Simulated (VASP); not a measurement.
# KCl (Pm-3m) in VASP: relaxation of cell and atoms with r2SCAN

Aim: the relaxation of cell and atoms of KCl with r2SCAN.

Everything below comes from runs of VASP 6.6.1. Logs are shortened: lines on timing, memory, paths and dates and some standing lists are left out, and cuts for length are marked.

## Step 1: The cell of the first run

The structure is cubic, space group Pm-3m (No. 221). Conventional cell: a = 3.834 Å, b = 3.834 Å, c = 3.834 Å, α = 90.00°, β = 90.00°, γ = 90.00°. Within 4.4 Å of K (site symmetry m-3m) lie 8 Cl at 3.32 Å and 6 K at 3.83 Å. Within 4.4 Å of Cl (site symmetry m-3m) lie 8 K at 3.32 Å and 6 Cl at 3.83 Å.

## Step 2: Relaxation of cell and atoms, r2SCAN

POSCAR reads:

```
KCl
1.0
    3.8344708363      0.0000000000      0.0000000000
    0.0000000000      3.8344708363      0.0000000000
    0.0000000000      0.0000000000      3.8344708363
K Cl
1 1
Direct
    0.0000000000      0.0000000000      0.0000000000
    0.5000000000      0.5000000000      0.5000000000
```

INCAR.step1 reads:

```
SYSTEM = KCl
PREC     = Accurate       ! precision mode
ENCUT    = 600            ! plane-wave cutoff, eV
ISMEAR   = -1             ! smearing method
SIGMA    = 0.02           ! smearing width, eV
LREAL    = .False.        ! projectors in reciprocal space
LASPH    = .True.         ! aspherical terms in the spheres
NELM     = 80             ! most SCF steps
GGA      = PE             ! functional
ALGO     = Normal         ! electronic algorithm
EDIFF    = 1E-4           ! SCF threshold, eV
LWAVE    = .True.         ! write WAVECAR
LCHARG   = .False.        ! write CHGCAR
```

INCAR.step2 reads:

```
SYSTEM = KCl
PREC     = Accurate       ! precision mode
ENCUT    = 600            ! plane-wave cutoff, eV
EDIFF    = 1E-6           ! SCF threshold, eV
ISMEAR   = -1             ! smearing method
SIGMA    = 0.02           ! smearing width, eV
LREAL    = .False.        ! projectors in reciprocal space
LASPH    = .True.         ! aspherical terms in the spheres
NELM     = 80             ! most SCF steps
ALGO     = Normal         ! electronic algorithm
ISIF     = 3              ! what is computed and relaxed
LWAVE    = .False.        ! write WAVECAR
LCHARG   = .False.        ! write CHGCAR
METAGGA  = R2SCAN         ! meta-GGA
LMIXTAU  = .True.       
IBRION   = 2              ! ionic algorithm
NSW      = 80             ! ionic steps
EDIFFG   = -0.005         ! ionic threshold
ISTART   = 1
```

KPOINTS reads:

```
regular mesh
0
Gamma
  6 6 6
  0 0 0
```

Potentials or basis: VASP PAW PBE potentials, release 64 (K_sv, Cl).

Run with:

```
$ cat potpaw_PBE.64/K_sv/POTCAR potpaw_PBE.64/Cl/POTCAR > POTCAR
$ cp INCAR.step1 INCAR
$ mpirun -np 1 vasp_std > vasp.out
$ cp INCAR.step2 INCAR
$ mpirun -np 1 vasp_std > vasp.out
```

OUTCAR:

```text
SYSTEM = KCl
   PREC = Accurate
   ENCUT = 600
   EDIFF = 1E-6
   ISMEAR = -1
   LREAL = .False.
   LASPH = .True.
   NELM = 80
   ISIF = 3
   METAGGA = R2SCAN
   IBRION = 2
   NSW = 80
   EDIFFG = -0.005
   ISTART = 1

 ion  position               nearest neighbor table
   1  0.000  0.000  0.000-
   2  0.500  0.500  0.500-

  LATTYP: Found a simple cubic cell.
 ALAT       =     3.8344708363

  Lattice vectors:

 A1 = (   3.8344708363,   0.0000000000,   0.0000000000)
 A2 = (   0.0000000000,   3.8344708363,   0.0000000000)
 A3 = (   0.0000000000,   0.0000000000,   3.8344708363)

Analysis of symmetry for initial positions (statically):
=====================================================================
 Subroutine PRICEL returns:
 Original cell was already a primitive cell.

 Routine SETGRP: Setting up the symmetry group for a
 simple cubic supercell.

 Subroutine GETGRP returns: Found 48 space group operations
 (whereof 48 operations were pure point group operations)
 out of a pool of 48 trial point group operations.

The static configuration has the point symmetry O_h .

Analysis of symmetry for dynamics (positions and initial velocities):
=====================================================================
 Subroutine PRICEL returns:
 Original cell was already a primitive cell.

 Routine SETGRP: Setting up the symmetry group for a
 simple cubic supercell.

 Subroutine GETGRP returns: Found 48 space group operations
 (whereof 48 operations were pure point group operations)
 out of a pool of 48 trial point group operations.

The dynamic configuration has the point symmetry O_h .

 Subroutine INISYM returns: Found 48 space group operations
 (whereof 48 operations are pure point group operations),
 and found     1 'primitive' translations

----------------------------------------------------------------------------------------

                                     Primitive cell

  volume of cell :      56.3789

  direct lattice vectors                    reciprocal lattice vectors
     3.834470836  0.000000000  0.000000000     0.260792178  0.000000000  0.000000000
     0.000000000  3.834470836  0.000000000     0.000000000  0.260792178  0.000000000
     0.000000000  0.000000000  3.834470836     0.000000000  0.000000000  0.260792178

  length of vectors
     3.834470836  3.834470836  3.834470836     0.260792178  0.260792178  0.260792178

  position of ions in fractional coordinates (direct lattice)
     0.000000000  0.000000000  0.000000000
     0.500000000  0.500000000  0.500000000

  ion indices of the primitive-cell ions
   primitive index   ion index
                 1           1
                 2           2

----------------------------------------------------------------------------------------

 KPOINTS: regular mesh

Automatic generation of k-mesh.
 Grid dimensions read from file:
 generate k-points for:    6    6    6

 Generating k-lattice:

  Cartesian coordinates                     Fractional coordinates (reciprocal lattice)
     0.043465363  0.000000000  0.000000000     0.166666667  0.000000000  0.000000000
     0.000000000  0.043465363  0.000000000     0.000000000  0.166666667  0.000000000
     0.000000000  0.000000000  0.043465363     0.000000000  0.000000000  0.166666667

  Length of vectors
     0.043465363  0.043465363  0.043465363

  Shift w.r.t. Gamma in fractional coordinates (k-lattice)
     0.000000000  0.000000000  0.000000000

 Subroutine IBZKPT returns following result:
 ===========================================

 Found     20 irreducible k-points:

 Following reciprocal coordinates:
            Coordinates               Weight
  0.000000  0.000000  0.000000      1.000000
  0.166667  0.000000  0.000000      6.000000
  0.333333  0.000000  0.000000      6.000000
  0.500000  0.000000  0.000000      3.000000
  0.166667  0.166667  0.000000     12.000000
  0.333333  0.166667  0.000000     24.000000
[... 12 lines left out ...]
  0.500000  0.500000  0.333333      6.000000
  0.500000  0.500000  0.500000      1.000000
   k-points           NKPTS =     20   k-points in BZ     NKDIM =     20   number of bands    NBANDS=     12
   number of dos      NEDOS =    301   number of ions     NIONS =      2
   total plane-waves  NPLWV =  32768
   dimension x,y,z NGX =    32 NGY =   32 NGZ =   32
   dimension x,y,z NGXF=    64 NGYF=   64 NGZF=   64
   ions per type =               1   1
   NGX,Y,Z   is equivalent  to a cutoff of  13.87, 13.87, 13.87 a.u.
   NGXF,Y,Z  is equivalent  to a cutoff of  27.75, 27.75, 27.75 a.u.
 SYSTEM =  KCl
   PREC   = accura    normal or accurate (medium, high low for compatibility)
   ISTART =      1    job   : 0-new  1-cont  2-samecut
   ICHARG =      0    charge: 1-file 2-atom 10-const
   ISPIN  =      1    spin polarized calculation?
   LNONCOLLINEAR =      F non collinear calculations
   LSORBIT =      F    spin-orbit coupling
   LASPH  =      T    aspherical Exc in radial PAW
   ENCUT  =  600.0 eV  44.10 Ry    6.64 a.u.   7.66  7.66  7.66*2*pi/ulx,y,z
   NELM   =     80;   NELMIN=  2; NELMDL=  0     # of ELM steps
   EDIFF  = 0.1E-05   stopping-criterion for ELM
   LREAL  =      F    real-space projection
   EDIFFG = -.5E-02   stopping-criterion for IOM
   NSW    =     80    number of steps for IOM
   IBRION =      2    ionic relax: 0-MD 1-quasi-New 2-CG
   NFREE  =      1    steps in history (QN), initial steepest desc. (CG)
   ISIF   =      3    stress and relaxation
   ISYM   =      2    0-nonsym 1-usesym 2-fastsym
   POTIM  = 0.5000    time-step for ionic-motion
   TEBEG  =    0.0;   TEEND  =   0.0 temperature during run
   PSTRESS=    0.0 pullay stress
   NELECT =      16.0000    total number of electrons
   NUPDOWN=      -1.0000    fix difference up-down
   EMIN   =  10.00;   EMAX   =-10.00  energy-range for DOS
   EFERMI =   0.00;   METHOD = LEGACY
   ISMEAR =    -1;   SIGMA  =   0.02  broadening in eV -4-tet -1-fermi 0-gaus
   EFERMI_NEDOS =   21; number of points for ismear=-14 and -15
   IALGO  =     38    algorithm
   IMIX   =      4    mixing-type and parameters
     AMIX     =   0.40;   BMIX     =  1.00
     AMIX_MAG =   1.60;   BMIX_MAG =  1.00
  volume/ion in A,a.u.               =      28.19       190.23
  Fermi-wavevector in a.u.,A,eV,Ry     =   1.075828  2.033020 15.747454  1.157405
  Thomas-Fermi vector in A             =   2.211695
   LORBIT       =      0    0 simple, 1 ext, 2 COOP (PROOUT), +10 PAW based schemes
   METAGGA = R2SCAN    functional components
   LHFCALC =     F    Hartree Fock is set to
   AEXX    =    0.0000 exact exchange contribution
   IVDW    =     0    specifies the selected vdW correction
   LEPSILON=     F    determine dielectric tensor
   LRPA    =     F    only Hartree local field effects (RPA)
 conjugate gradient relaxation of ions
 non-spin polarized calculation
  energy-cutoff  :      600.00
  volume of cell :       56.38
 maximum number of plane-waves:      1924
 NGX is ok and might be reduce to    32
   NGX = 15   NGY = 15   NGZ = 15

--------------------------------------- Ionic step        1  -------------------------------------------

 number of electron      16.0000002 magnetization

 Free energy of the ion-electron system (eV)
  ---------------------------------------------------
  ext. energy  EPLUGINS =         0.00000000
  ---------------------------------------------------
  free energy    TOTEN  =       -16.40025828 eV

  energy without entropy =      -16.40025828  energy(sigma->0) =      -16.40025828

------------------------ aborting loop because EDIFF is reached ----------------------------------------

  FORCE on cell =-STRESS in cart. coord.  units (eV):
  Direction    XX          YY          ZZ          XY          YZ          ZX
  --------------------------------------------------------------------------------------
  -------------------------------------------------------------------------------------
  Total       -0.3563125     -0.3563125     -0.3563125     -0.0000000     -0.0000000     -0.0000000
  in kB      -10.1257072    -10.1257072    -10.1257072     -0.0000000     -0.0000000     -0.0000000
  external PRESSURE =     -10.1257072 kB  Pullay stress =       0.0000000 kB

 VOLUME and BASIS-vectors are now :
 -----------------------------------------------------------------------------
  energy-cutoff  :      600.00
  volume of cell :       56.38
      direct lattice vectors                 reciprocal lattice vectors
     3.834470836  0.000000000  0.000000000     0.260792178  0.000000000  0.000000000
     0.000000000  3.834470836  0.000000000     0.000000000  0.260792178  0.000000000
     0.000000000  0.000000000  3.834470836     0.000000000  0.000000000  0.260792178
[... 73 lines left out ...]
 POSITION                                       TOTAL-FORCE (eV/Angst)
 -----------------------------------------------------------------------------------
      0.00000      0.00000      0.00000         0.000000      0.000000      0.000000
      1.88403      1.88403      1.88403        -0.000000     -0.000000      0.000000
 -----------------------------------------------------------------------------------
    total drift:                                0.000000      0.000000     -0.000000

  FREE ENERGIE OF THE ION-ELECTRON SYSTEM (eV)
  ---------------------------------------------------
  free  energy   TOTEN  =       -16.4090807562 eV

  energy  without entropy=      -16.4090807562  energy(sigma->0) =      -16.40908076

--------------------------------------- Ionic step        4  -------------------------------------------

 number of electron      16.0000000 magnetization

 Free energy of the ion-electron system (eV)
  ---------------------------------------------------
  ext. energy  EPLUGINS =         0.00000000
  ---------------------------------------------------
  free energy    TOTEN  =       -16.40912197 eV

  energy without entropy =      -16.40912197  energy(sigma->0) =      -16.40912197

 E-fermi :  -0.4514     XC(G=0):  -8.7309

 val. band max:       -0.9629677103   @ k =   0.5000   0.5000   0.0000
 cond. band min:       4.8418171563   @ k =   0.0000   0.0000   0.0000
 fundamental gap:      5.8047848666
 Fermi energy:        -0.4513725530

 k-point     1 :       0.0000    0.0000    0.0000
  band No.  band energies     occupation
      1     -30.0493      2.00000
      2     -14.1949      2.00000
      3     -12.6587      2.00000
      4     -12.6587      2.00000
      5     -12.6587      2.00000
      6      -1.1789      2.00000
      7      -1.1789      2.00000
      8      -1.1789      2.00000
      9       4.8418      0.00000
     10       6.1304      0.00000
     11       6.1304      0.00000
     12      10.6381      0.00000

 k-point     2 :       0.1667    0.0000    0.0000
  band No.  band energies     occupation
      1     -30.0435      2.00000
      2     -14.2313      2.00000
      3     -12.6496      2.00000
      4     -12.6496      2.00000
      5     -12.6303      2.00000
      6      -1.6871      2.00000
      7      -1.1826      2.00000
      8      -1.1826      2.00000
      9       5.4748      0.00000
     10       6.3716      0.00000
     11       6.7434      0.00000
     12      10.5412      0.00000
[... 290 lines left out ...]
 POSITION                                       TOTAL-FORCE (eV/Angst)
 -----------------------------------------------------------------------------------
      0.00000      0.00000      0.00000         0.000000      0.000000      0.000000
      1.88597      1.88597      1.88597        -0.000000     -0.000000      0.000000
 -----------------------------------------------------------------------------------
    total drift:                                0.000000      0.000000     -0.000000

  FREE ENERGIE OF THE ION-ELECTRON SYSTEM (eV)
  ---------------------------------------------------
  free  energy   TOTEN  =       -16.4091219697 eV

  energy  without entropy=      -16.4091219697  energy(sigma->0) =      -16.40912197

 reached required accuracy - stopping structural energy minimisation
```

It took 2.2 min on 1 thread of Intel Xeon Platinum 8259CL at 2.50GHz (Skylake/Cascade Lake), shared host; peak memory 0.2 GiB.

Results:

| Property | Result |
| --- | --- |
| Free energy | -16.4091 eV |
| Relaxed volume | 26.83 Å³/atom |
| Relaxed cell | a = 3.772 Å, b = 3.772 Å, c = 3.772 Å, α = 90.00°, β = 90.00°, γ = 90.00° |
| Space group after relaxing (to 0.1 Å) | Pm-3m (No. 221) |
| Energy gained by relaxing | 4.4 meV/atom |
| Ionic steps | 4 |
| Pressure after relaxing | 0.0 GPa |
| Band gap on the k mesh | 5.80 eV (least direct gap 6.02 eV) |

The path:
```csv
step,energy change (eV),largest force (eV/Å),pressure (GPa),volume (Å³)
1,0.0000,0.0000,-1.01,56.38
2,-0.0068,0.0000,-0.51,54.94
3,-0.0088,0.0000,0.07,53.50
4,-0.0089,0.0000,-0.01,53.67
```

Final structure:
```cif
data_structure
_symmetry_space_group_name_H-M 'P 1'
_symmetry_Int_Tables_number 1
_cell_length_a 3.7719
_cell_length_b 3.7719
_cell_length_c 3.7719
_cell_angle_alpha 90.000
_cell_angle_beta 90.000
_cell_angle_gamma 90.000
_cell_volume 53.67
loop_
_atom_site_label
_atom_site_type_symbol
_atom_site_fract_x
_atom_site_fract_y
_atom_site_fract_z
_atom_site_occupancy
K1 K 0.00000 0.00000 0.00000 1
Cl1 Cl 0.50000 0.50000 0.50000 1
```

Levels at points of the mesh, in eV from the valence-band top:
| k point | band 6 | band 7 | band 8 | band 9 | band 10 | band 11 |
| --- | --- | --- | --- | --- | --- | --- |
| (0.00, 0.00, 0.00) | -0.22 | -0.22 | -0.22 | 5.80 | 7.09 | 7.09 |
| (0.50, 0.00, 0.00) | -1.90 | -0.23 | -0.23 | 8.56 | 8.73 | 9.32 |
| (0.50, 0.50, 0.00) | -1.30 | -1.30 | 0.00 | 6.86 | 8.08 | 9.73 |
| (0.50, 0.50, 0.50) | -1.45 | -1.45 | -1.45 | 9.67 | 9.67 | 9.67 |

Caveat: the PAW data sets were made with another functional, which shifts forces and pressure a little.
